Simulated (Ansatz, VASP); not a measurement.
Two plane-wave programs on Si

The input INCAR:

```
SYSTEM = Si
ALGO = Normal ; EDIFF = 1E-6
ENCUT = 500 ; GGA = PE
GGA_COMPAT = .FALSE. ; ISIF = 2
ISMEAR = 0 ; LASPH = .TRUE.
LCHARG = .TRUE. ; LELF = .TRUE.
LREAL = .FALSE. ; LVHAR = .TRUE.
LWAVE = .FALSE. ; NBANDS = 11
NELM = 120 ; PREC = Accurate
SIGMA = 0.02
```

The input KPOINTS:

```
k-points
0
G
  8 8 8
  0 0 0
```

File POSCAR:

```
Si
1.0
    0.0000000000      2.7347886938      2.7347886938
    2.7347886938      0.0000000000      2.7347886938
    2.7347886938      2.7347886938      0.0000000000
Si
2
Direct
    0.0000000000      0.0000000000      0.0000000000
    0.2500000000      0.2500000000      0.2500000000
```

Input for Ansatz:

```yaml
crystal:
  lattice:
    - [0.0, 2.7347886938, 2.7347886938]
    - [2.7347886938, 0.0, 2.7347886938]
    - [2.7347886938, 2.7347886938, 0.0]
  atoms:
    - { symbol: Si, position: [0.0, 0.0, 0.0] }
    - { symbol: Si, position: [0.25, 0.25, 0.25] }
basis:
  ecutwfc: 600.0
kpoints:
  mp_grid: { grid: [8, 8, 8] }
  band_path:
    path:
      - [[0.0, 0.0, 0.0], [0.5, 0.0, 0.5], [0.625, 0.25, 0.625]]
      - [[0.375, 0.375, 0.75], [0.0, 0.0, 0.0], [0.5, 0.5, 0.5], [0.5, 0.25, 0.75], [0.5, 0.0, 0.5]]
    npoints: 10
hamiltonian:
  xc: pbe
  pseudopotentials: { kind: paw, azcp: { folder: soft_1 } }
scf:
  occupations: { method: gaussian, width: 0.02 }
  n_extra_bands: 7
output:
  forces: true
  stress: true
  eigenvalues: true
```

Alike in both runs: task single point; functional PBE; k mesh 8 × 8 × 8; occupations gaussian, width 0.02 eV; no spin polarisation.

```csv
,VASP,Ansatz
version,VASP 6.6.1,Ansatz 0.2.0
potentials or method,"VASP PAW PBE potentials, release 64 (Si), cutoff 500 eV","scalar-relativistic, plane waves, PAW"
valence electrons in the cell,8,8
```

VASP gave:

```
gap on the k mesh at the Fermi level (eV) : 0.65
least direct gap on the mesh (eV)         : 2.56
pressure (GPa)                            : 0.0
```

Which values does Ansatz return?

gap on the k mesh at the Fermi level (eV): 0.65; least direct gap on the mesh (eV): 2.55; pressure (GPa): 0.0.
